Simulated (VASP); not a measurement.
La: single point with PBEsol

La:

```
CELL_PARAMETERS angstrom
3.79631 0.00000 0.00000
-1.89816 3.28770 0.00000
0.00000 0.00000 12.04126
ATOMIC_POSITIONS crystal
La 0.00000 0.00000 0.00000
La 0.00000 0.00000 0.50000
La 0.33333 0.66667 0.25000
La 0.66667 0.33333 0.75000
```

- Program: VASP 6.6.1
- Task: single point
- Functional: PBEsol
- Potentials or basis: VASP PAW PBE potentials, release 64 (La)
- Cutoff: 520 eV
- k mesh: 6 × 6 × 2
- Occupations: gaussian, width 0.1 eV
- Spin: no spin polarisation

The pressure is -2.2 GPa and the band gap on the k mesh is zero (bands 22 and 23 overlap by 1.00 eV).

Stress tensor (GPa, compression positive):
```
-2.41  0.00  0.00
 0.00 -2.41  0.00
 0.00  0.00 -1.79
```

Levels at points of the mesh, in eV from the Fermi level:
```csv
k point,band 19,band 20,band 21,band 22,band 23,band 24,band 25,band 26
"(0.00, 0.00, 0.00)",-1.93,-1.80,0.49,0.62,1.17,1.17,1.24,1.25
"(0.50, 0.00, 0.00)",-1.55,-1.07,-0.63,-0.30,-0.19,0.43,0.88,1.07
"(0.00, 0.00, 0.50)",-1.72,-1.72,0.81,0.81,1.22,1.22,1.24,1.24
"(0.50, 0.00, 0.50)",-1.42,-1.42,-1.05,-1.05,0.68,0.68,1.23,1.23
```

It took 57 s on 1 thread of Intel(R) Xeon(R) 6975P-C (Granite Rapids), with other jobs on the host, peak memory 0.27 GiB.

Caveat: the PAW data sets were made with another functional, which shifts forces and pressure a little; spin-orbit coupling is left out, which moves the levels of the heavy elements.
